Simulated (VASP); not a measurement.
# Ti (P6/mmm) in VASP: relaxation of shape and atoms at fixed volume with LDA

Aim: the relaxation of shape and atoms at fixed volume of Ti with LDA.

Everything below comes from runs of VASP 6.6.1. Logs are shortened: lines on timing, memory, paths and dates and some standing lists are left out, and cuts for length are marked.

### Step 1. The cell of the first run

Symmetry: P6/mmm, No. 191, hexagonal system. The conventional cell has a = 4.584 Å, b = 4.584 Å, c = 2.846 Å, α = 90.00°, β = 90.00°, γ = 120.00°. Within 3.8 Å of Ti (site symmetry 6/mmm) lie 14 Ti at 2.85 to 3.01 Å. Within 3.5 Å of Ti (site symmetry -6m2) lie 11 Ti at 2.65 to 3.01 Å.

This isn't the form of Ti at room conditions, which is hcp.

### Step 2. Relaxation of shape and atoms at fixed volume, LDA (17.27 Å³/atom)

File INCAR:

```
PREC = Accurate ; ENCUT = 600
EDIFF = 1E-6 ; ISMEAR = 0
SIGMA = 0.1 ; LREAL = F
LASPH = T ; NELM = 80
ALGO = Fast ; ISIF = 4
LWAVE = F ; LCHARG = F
GGA = CA ; IBRION = 2
NSW = 50 ; EDIFFG = -0.01
```

File KPOINTS:

```
regular mesh
0
Gamma
  12 12 14
```

File POSCAR:

```
Ti
1.0
    4.5844209019      0.0000000028      0.0000000000
   -2.2922104534      3.9702249613      0.0000000000
    0.0000000000      0.0000000000      2.8464611458
Ti
3
Direct
    0.0000000000      0.0000000000      0.0000000000
    0.3333333333      0.6666666667      0.5000000000
    0.6666666667      0.3333333333      0.5000000000
```

Potentials or basis: VASP PAW LDA potentials, release 64 (Ti_sv).

Run with:

```console
cat potpaw_LDA.64/Ti_sv/POTCAR > POTCAR
mpirun -np 1 vasp_std > vasp.out
```

OUTCAR:

```text
PREC = Accurate
   ENCUT = 600
   EDIFF = 1E-6
   ISMEAR = 0
   LREAL = F
   LASPH = T
   NELM = 80
   ISIF = 4
   GGA = CA
   IBRION = 2
   NSW = 50
   EDIFFG = -0.01

 ion  position               nearest neighbor table
   1  0.000  0.000  0.000-
   2  0.333  0.667  0.500-   3 2.65   3 2.65   3 2.65
   3  0.667  0.333  0.500-   2 2.65   2 2.65   2 2.65

  LATTYP: Found a hexagonal cell.
 ALAT       =     4.5844209019
 C/A-ratio  =     0.6208987365

  Lattice vectors:

 A1 = (   4.5844209019,   0.0000000028,   0.0000000000)
 A2 = (  -2.2922104534,   3.9702249613,   0.0000000000)
 A3 = (   0.0000000000,   0.0000000000,   2.8464611458)

Analysis of symmetry for initial positions (statically):
=====================================================================
 Subroutine PRICEL returns:
 Original cell was already a primitive cell.

 Routine SETGRP: Setting up the symmetry group for a
 hexagonal supercell.

 Subroutine GETGRP returns: Found 24 space group operations
 (whereof 24 operations were pure point group operations)
 out of a pool of 24 trial point group operations.

The static configuration has the point symmetry D_6h.

Analysis of symmetry for dynamics (positions and initial velocities):
=====================================================================
 Subroutine PRICEL returns:
 Original cell was already a primitive cell.

 Routine SETGRP: Setting up the symmetry group for a
 hexagonal supercell.

 Subroutine GETGRP returns: Found 24 space group operations
 (whereof 24 operations were pure point group operations)
 out of a pool of 24 trial point group operations.

The dynamic configuration has the point symmetry D_6h.

 Subroutine INISYM returns: Found 24 space group operations
 (whereof 24 operations are pure point group operations),
 and found     1 'primitive' translations

----------------------------------------------------------------------------------------

                                     Primitive cell

  volume of cell :      51.8090

  direct lattice vectors                    reciprocal lattice vectors
     4.584420902  0.000000003  0.000000000     0.218130059  0.125937448  0.000000000
    -2.292210453  3.970224961  0.000000000    -0.000000000  0.251874896  0.000000000
     0.000000000  0.000000000  2.846461146     0.000000000  0.000000000  0.351313420

  length of vectors
     4.584420902  4.584420902  2.846461146     0.251874896  0.251874896  0.351313420

  position of ions in fractional coordinates (direct lattice)
     0.000000000  0.000000000  0.000000000
     0.333333333  0.666666667  0.500000000
     0.666666667  0.333333333  0.500000000

  ion indices of the primitive-cell ions
   primitive index   ion index
                 1           1
                 2           2
                 3           3

----------------------------------------------------------------------------------------

 KPOINTS: regular mesh

Automatic generation of k-mesh.
 Grid dimensions read from file:
 generate k-points for:   12   12   14

 Generating k-lattice:

  Cartesian coordinates                     Fractional coordinates (reciprocal lattice)
     0.018177505  0.010494787  0.000000000     0.083333333  0.000000000  0.000000000
    -0.000000000  0.020989575  0.000000000     0.000000000  0.083333333  0.000000000
     0.000000000  0.000000000  0.025093816     0.000000000  0.000000000  0.071428571

  Length of vectors
     0.020989575  0.020989575  0.025093816

  Shift w.r.t. Gamma in fractional coordinates (k-lattice)
     0.000000000  0.000000000  0.000000000

 Subroutine IBZKPT returns following result:
 ===========================================

 Found    152 irreducible k-points:

 Following reciprocal coordinates:
            Coordinates               Weight
  0.000000  0.000000  0.000000      1.000000
  0.083333 -0.000000  0.000000      6.000000
  0.166667  0.000000  0.000000      6.000000
  0.250000  0.000000  0.000000      6.000000
  0.333333 -0.000000  0.000000      6.000000
  0.416667 -0.000000  0.000000      6.000000
[... 16 lines left out ...]
  0.250000  0.000000  0.071429     12.000000
  0.333333 -0.000000  0.071429     12.000000
 [... further k-points ...]
   k-points           NKPTS =    152   k-points in BZ     NKDIM =    152   number of bands    NBANDS=     22
   number of dos      NEDOS =    301   number of ions     NIONS =      3
   total plane-waves  NPLWV =  38400
   dimension x,y,z NGX =    40 NGY =   40 NGZ =   24
   dimension x,y,z NGXF=    80 NGYF=   80 NGZF=   48
   ions per type =               3
   NGX,Y,Z   is equivalent  to a cutoff of  14.51, 14.51, 14.02 a.u.
   NGXF,Y,Z  is equivalent  to a cutoff of  29.01, 29.01, 28.03 a.u.
 SYSTEM =  unknown system
   PREC   = accura    normal or accurate (medium, high low for compatibility)
   ISTART =      0    job   : 0-new  1-cont  2-samecut
   ICHARG =      2    charge: 1-file 2-atom 10-const
   ISPIN  =      1    spin polarized calculation?
   LNONCOLLINEAR =      F non collinear calculations
   LSORBIT =      F    spin-orbit coupling
   LASPH  =      T    aspherical Exc in radial PAW
   ENCUT  =  600.0 eV  44.10 Ry    6.64 a.u.   9.16  9.16  5.69*2*pi/ulx,y,z
   NELM   =     80;   NELMIN=  2; NELMDL= -5     # of ELM steps
   EDIFF  = 0.1E-05   stopping-criterion for ELM
   LREAL  =      F    real-space projection
   EDIFFG = -.1E-01   stopping-criterion for IOM
   NSW    =     50    number of steps for IOM
   IBRION =      2    ionic relax: 0-MD 1-quasi-New 2-CG
   NFREE  =      1    steps in history (QN), initial steepest desc. (CG)
   ISIF   =      4    stress and relaxation
   ISYM   =      2    0-nonsym 1-usesym 2-fastsym
   POTIM  = 0.5000    time-step for ionic-motion
   TEBEG  =    0.0;   TEEND  =   0.0 temperature during run
   PSTRESS=    0.0 pullay stress
   NELECT =      36.0000    total number of electrons
   NUPDOWN=      -1.0000    fix difference up-down
   EMIN   =  10.00;   EMAX   =-10.00  energy-range for DOS
   EFERMI =   0.00;   METHOD = LEGACY
   ISMEAR =     0;   SIGMA  =   0.10  broadening in eV -4-tet -1-fermi 0-gaus
   EFERMI_NEDOS =   21; number of points for ismear=-14 and -15
   IALGO  =     68    algorithm
   IMIX   =      4    mixing-type and parameters
     AMIX     =   0.40;   BMIX     =  1.00
     AMIX_MAG =   1.60;   BMIX_MAG =  1.00
  volume/ion in A,a.u.               =      17.27       116.54
  Fermi-wavevector in a.u.,A,eV,Ry     =   1.450020  2.740141 28.607045  2.102559
  Thomas-Fermi vector in A             =   2.567680
   LORBIT       =      0    0 simple, 1 ext, 2 COOP (PROOUT), +10 PAW based schemes
   GGA     = CA    functional components
   LHFCALC =     F    Hartree Fock is set to
   AEXX    =    0.0000 exact exchange contribution
   IVDW    =     0    specifies the selected vdW correction
   LEPSILON=     F    determine dielectric tensor
   LRPA    =     F    only Hartree local field effects (RPA)
 conjugate gradient relaxation of ions
 non-spin polarized calculation
 RMM-DIIS sequential band-by-band and
 Gauss-broadening in eV      SIGMA  =   0.10
  energy-cutoff  :      600.00
  volume of cell :       51.81
 maximum number of plane-waves:      1752
 NGX is ok and might be reduce to    40
   NGX = 19   NGY = 19   NGZ = 11

 number of electron      36.0000001 magnetization

 Free energy of the ion-electron system (eV)
  ---------------------------------------------------
  ext. energy  EPLUGINS =         0.00000000
  ---------------------------------------------------
  free energy    TOTEN  =       -25.59002829 eV

  energy without entropy =      -25.57536793  energy(sigma->0) =      -25.58269811

 E-fermi :   8.0339     XC(G=0): -11.8112

 val. band max:        8.0147651572   @ k =   0.3333   0.1667   0.0714
 cond. band min:       8.0379252029   @ k =   0.4167   0.0833   0.1429
 fundamental gap:      0.0231600457
 Fermi energy:         8.0338995368

 k-point     1 :       0.0000    0.0000    0.0000
  band No.  band energies     occupation
      1     -48.1718      2.00000
      2     -47.9016      2.00000
      3     -47.7322      2.00000
      4     -24.8733      2.00000
      5     -24.8733      2.00000
      6     -24.7511      2.00000
[... 14 lines left out ...]
     21       9.2851      0.00000
     22       9.3024      0.00000

 k-point     2 :       0.0833   -0.0000    0.0000
  band No.  band energies     occupation
      1     -48.1708      2.00000
      2     -47.8998      2.00000
      3     -47.7350      2.00000
      4     -24.8939      2.00000
      5     -24.8895      2.00000
      6     -24.7302      2.00000
[... 14 lines left out ...]
     21       9.2374      0.00000
     22       9.3523      0.00000

 k-point     3 :       0.1667    0.0000    0.0000
  band No.  band energies     occupation
      1     -48.1683      2.00000
      2     -47.8944      2.00000
      3     -47.7432      2.00000
      4     -24.9335      2.00000
      5     -24.9095      2.00000
      6     -24.6900      2.00000
[... 14 lines left out ...]
     21       9.0790      0.00000
     22       9.4062      0.00000

 k-point     4 :       0.2500    0.0000    0.0000
  band No.  band energies     occupation
      1     -48.1649      2.00000
      2     -47.8856      2.00000
      3     -47.7559      2.00000
      4     -24.9723      2.00000
      5     -24.9115      2.00000
      6     -24.6504      2.00000
[... 14 lines left out ...]
     21       8.8612      0.00000
     22       9.2313      0.00000

 k-point     5 :       0.3333   -0.0000    0.0000
  band No.  band energies     occupation
      1     -48.1616      2.00000
      2     -47.8738      2.00000
      3     -47.7713      2.00000
      4     -25.0033      2.00000
      5     -24.8929      2.00000
      6     -24.6185      2.00000
[... 14 lines left out ...]
     21       8.8102      0.00000
     22       9.1074      0.00000

 k-point     6 :       0.4167   -0.0000    0.0000
  band No.  band energies     occupation
      1     -48.1593      2.00000
      2     -47.8617      2.00000
      3     -47.7861      2.00000
      4     -25.0230      2.00000
      5     -24.8631      2.00000
      6     -24.6085      2.00000
[... 14 lines left out ...]
     21       9.0308      0.00000
     22       9.0986      0.00000

 k-point     7 :       0.5000    0.0000    0.0000
  band No.  band energies     occupation
      1     -48.1585      2.00000
      2     -47.8557      2.00000
      3     -47.7930      2.00000
      4     -25.0298      2.00000
      5     -24.8465      2.00000
      6     -24.6228      2.00000
[... 324 lines left out ...]
      6     -24.7482      2.00000
[... 14 lines left out ...]
     21       9.2419      0.00000
     22       9.2470      0.00000

 k-point    21 :       0.0833   -0.0000    0.0714
  band No.  band energies     occupation
      1     -48.1676      2.00000
      2     -47.8977      2.00000
      3     -47.7324      2.00000
      4     -24.8887      2.00000
      5     -24.8846      2.00000
      6     -24.7280      2.00000
[... 14 lines left out ...]
     21       9.2325      0.00000
     22       9.3009      0.00000

 k-point    22 :       0.1667    0.0000    0.0714
  band No.  band energies     occupation
      1     -48.1652      2.00000
      2     -47.8922      2.00000
      3     -47.7406      2.00000
      4     -24.9273      2.00000
      5     -24.9045      2.00000
      6     -24.6891      2.00000
[... 14 lines left out ...]
     21       9.1356      0.00000
     22       9.4235      0.00000

 k-point    23 :       0.2500    0.0000    0.0714
  band No.  band energies     occupation
      1     -48.1619      2.00000
      2     -47.8832      2.00000
      3     -47.7533      2.00000
      4     -24.9654      2.00000
      5     -24.9071      2.00000
      6     -24.6508      2.00000
[... 14 lines left out ...]
     21       8.8755      0.00000
     22       9.2065      0.00000

 k-point    24 :       0.3333   -0.0000    0.0714
  band No.  band energies     occupation
      1     -48.1588      2.00000
      2     -47.8712      2.00000
      3     -47.7687      2.00000
      4     -24.9958      2.00000
      5     -24.8898      2.00000
      6     -24.6202      2.00000
[... 14 lines left out ...]
     21       8.6832      0.00000
     22       9.1192      0.00000

 [... further k-points ...]

------------------------ aborting loop because EDIFF is reached ----------------------------------------

  FORCE on cell =-STRESS in cart. coord.  units (eV):
  Direction    XX          YY          ZZ          XY          YZ          ZX
  --------------------------------------------------------------------------------------
  -------------------------------------------------------------------------------------
  Total       -3.1693720     -3.1693720     -3.1976677      0.0000000      0.0000000     -0.0000000
  in kB      -98.0119295    -98.0119295    -98.8869666      0.0000000      0.0000000     -0.0000000
  external PRESSURE =     -98.3036085 kB  Pullay stress =       0.0000000 kB

 VOLUME and BASIS-vectors are now :
 -----------------------------------------------------------------------------
  energy-cutoff  :      600.00
  volume of cell :       51.81
      direct lattice vectors                 reciprocal lattice vectors
     4.584420902  0.000000003  0.000000000     0.218130059  0.125937448  0.000000000
    -2.292210453  3.970224961  0.000000000    -0.000000000  0.251874896  0.000000000
     0.000000000  0.000000000  2.846461146     0.000000000  0.000000000  0.351313420

 POSITION                                       TOTAL-FORCE (eV/Angst)
 -----------------------------------------------------------------------------------
      0.00000      0.00000      0.00000         0.000000      0.000000      0.000000
     -0.00000      2.64682      1.42323         0.000000     -0.000000      0.000000
      2.29221      1.32341      1.42323        -0.000000     -0.000000      0.000000
 -----------------------------------------------------------------------------------
    total drift:                                0.000000      0.000000      0.000000

  FREE ENERGIE OF THE ION-ELECTRON SYSTEM (eV)
  ---------------------------------------------------
  free  energy   TOTEN  =       -25.5900282920 eV

  energy  without entropy=      -25.5753679296  energy(sigma->0) =      -25.58269811

 reached required accuracy - stopping structural energy minimisation
```

Run time: 6.3 min. Hardware: 1 thread of Intel Xeon 6975P-C (Granite Rapids), shared host; peak memory 0.27 GiB.

What came out:

```yaml
Free_energy: -25.5900 eV
Pressure_after_relaxing: -9.8 GPa
Band_gap_on_the_k_mesh: zero (bands 18 and 19 overlap by 0.31 eV)
```

Final structure:
```
Ti
1.0
     4.58442    0.00000    0.00000
    -2.29221    3.97022    0.00000
     0.00000    0.00000    2.84646
Ti
3
Direct
  0.00000 0.00000 0.00000
  0.33333 0.66667 0.50000
  0.66667 0.33333 0.50000
```

The gap in the log of VASP goes by the Fermi energy; the results here count the filled bands.